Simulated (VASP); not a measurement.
**BP: single point with PBE**

BP:

```
B P
1.0
     0.00000    2.22773    2.22773
     2.22773    0.00000    2.22773
     2.22773    2.22773    0.00000
B P
1 1
Direct
  0.00000 0.00000 0.00000
  0.25000 0.25000 0.25000
```

This cell differs from its parent crystal: volume scaled by 0.94.

- Program: VASP 6.6.1
- Task: single point
- Functional: PBE
- Potentials or basis: VASP PAW PBE potentials, release 64 (B, P)
- Cutoff: 520 eV
- k mesh: 10 × 10 × 10
- Occupations: gaussian, width 0.02 eV
- Spin: no spin polarisation

```yaml
Pressure: 11.0 GPa
Band_gap_on_the_k_mesh: 1.16 eV, indirect (least direct gap 3.49 eV)
```

Levels at points of the mesh, in eV from the valence-band top:
```csv
k point,band 1,band 2,band 3,band 4,band 5,band 6,band 7,band 8
"(0.00, 0.00, 0.00)",-15.96,0.00,0.00,0.00,3.49,3.49,3.49,8.23
"(0.50, 0.00, 0.00)",-12.42,-9.44,-1.82,-1.82,4.12,4.75,4.75,10.32
"(0.50, 0.50, 0.00)",-10.81,-8.87,-4.31,-4.31,1.22,1.61,12.65,12.65
```

It took 6.9 s on 1 thread of Intel(R) Xeon(R) Platinum 8488C (Sapphire Rapids), on a shared host, peak memory 0.14 GiB.

 A k mesh can miss the band edges.
